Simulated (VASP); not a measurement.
Write the native input for VASP 6.6.1 that does the following.

```
Task                   : single point
Functional             : PBE
Potentials or basis    : VASP PAW PBE potentials, release 64 (Ba_sv)
Cutoff                 : 500 eV
k mesh                 : 8 × 8 × 8
Occupations            : fermi-dirac, width 0.1 eV
Spin                   : no spin polarisation
Dipole correction      : no
Further INCAR settings : ALGO = Normal; EDIFF = 1e-06; NBANDS = 17
```

The structure of Ba lies in POSCAR:

```
Ba
1.0
    0.0000000000      3.0022819212      3.0022819212
    3.0022819212      0.0000000000      3.0022819212
    3.0022819212      3.0022819212      0.0000000000
Ba
2
Direct
    1.0000000000      1.0000000000      1.0000000000
    0.2500000000      0.2500000000      0.2500000000
```

This isn't the form of Ba at room conditions, which is bcc.

One way to write it, as run:

INCAR

```
ALGO = Normal
EDIFF = 1E-6
ENCUT = 500
GGA = PE
GGA_COMPAT = False
ISIF = 2
ISMEAR = -1
LASPH = True
LCHARG = False
LREAL = False
LWAVE = False
NBANDS = 17
NELM = 120
PREC = Accurate
SIGMA = 0.1
```

KPOINTS

```
k-points
0
Gamma
  8 8 8
```

Potentials or basis: VASP PAW PBE potentials, release 64 (Ba_sv).

Run with:

```sh
$ cat potpaw_PBE.64/Ba_sv/POTCAR > POTCAR
$ mpirun -np 1 vasp_std > vasp.out
```

Results of the run:

```
Pressure               : 70.3 GPa
Band gap on the k mesh : zero (bands 10 and 11 overlap by 0.95 eV)
```

Caveat: the cell stands under pressure; spin-orbit coupling is left out, which moves the levels of the heavy elements.

Wall time 8.3 s on 1 thread of Intel(R) Xeon(R) 6975P-C (Granite Rapids) (shared host), peak memory 0.17 GiB.
